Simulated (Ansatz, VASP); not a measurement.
**PbSe: VASP beside Ansatz**

File INCAR:

```
SYSTEM = PbSe
  PREC = Accurate
  ENCUT = 520
  EDIFF = 1E-6
  ISMEAR = 0
  SIGMA = 0.02
  LREAL = .False.
  LASPH = .True.
  NELM = 100
  ALGO = Normal
  ISIF = 2
  LWAVE = .False.
  LCHARG = .False.
  GGA = PE
  NBANDS = 28
```

Contents of KPOINTS:

```
regular mesh
0
Gamma
  8 8 6
  0 0 0
```

POSCAR

```
PbSe
1.0
    4.4647380387      0.0000000000      0.0000000000
    0.0000000000      4.4647380387      0.0000000000
    0.0000000000      0.0000000000      6.2007666703
Pb Se
2 2
Direct
    0.0000000000      0.0000000000      0.0000000000
    0.5000000000      0.5000000000      0.5000000000
    0.5000000000      0.5000000000      0.0000000000
    0.0000000000      0.0000000000      0.5000000000
```

Input for Ansatz:

```yaml
crystal:
  lattice:
    - [4.4647380387, 0.0, 0.0]
    - [0.0, 4.4647380387, 0.0]
    - [0.0, 0.0, 6.2007666703]
  atoms:
    - { symbol: Pb, position: [0.0, 0.0, 0.0] }
    - { symbol: Pb, position: [0.5, 0.5, 0.5] }
    - { symbol: Se, position: [0.5, 0.5, 0.0] }
    - { symbol: Se, position: [0.0, 0.0, 0.5] }
basis:
  ecutwfc: 420
kpoints:
  mp_grid: { grid: [8, 8, 6] }
  band_path:
    path:
      - [[0.0, 0.0, 0.0], [0.5, 0.5, 0.0], [0.5, 0.5, 0.5], [0.5, 0.0, 0.5], [0.0, 0.0, 0.0], [0.0, 0.0, 1.0], [0.2407784, 0.0, 1.0]]
      - [[0.7592216, 0.0, 0.0], [0.0, 0.0, 0.0]]
      - [[0.5, 0.5, 0.0], [0.7592216, 0.2407784, 0.0]]
      - [[0.2407784, 0.2407784, 1.0], [0.0, 0.0, 1.0]]
    npoints: 10
hamiltonian:
  xc: pbe
  pseudopotentials: { kind: paw }
scf:
  occupations: { method: gaussian, width: 0.02 }
  n_extra_bands: 8
output:
  forces: true
  stress: true
  eigenvalues: true
```

Alike in both runs: task single point; functional PBE; k mesh 8 × 8 × 6; occupations gaussian, width 0.02 eV; no spin polarisation.

|  | VASP | Ansatz |
| --- | --- | --- |
| version | VASP 6.6.1 | Ansatz 0.2.0 |
| potentials or method | VASP PAW PBE potentials, release 64 (Pb_d, Se), cutoff 520 eV | scalar-relativistic, plane waves, PAW |
| valence electrons in the cell | 40 | 60 |

Ansatz gave:

```
gap on the k mesh at the Fermi level (eV)                     : 0.50
least direct gap on the mesh (eV)                             : 0.50
pressure (GPa)                                                : -1.2
traceless stress, the component that is largest in VASP (GPa) : 1.14
```

Question: Which values does VASP return?

Answer: gap on the k mesh at the Fermi level (eV): 0.51; least direct gap on the mesh (eV): 0.51; pressure (GPa): -1.2; traceless stress, the component that is largest in VASP (GPa): 1.14.

The functional is the same, so the differences come from potentials, cutoffs and numerics. VASP's potentials hold 40 valence electrons a cell and Ansatz's 60, so a difference there can come from the potentials and not from the codes.

Neither program's run includes spin-orbit coupling.
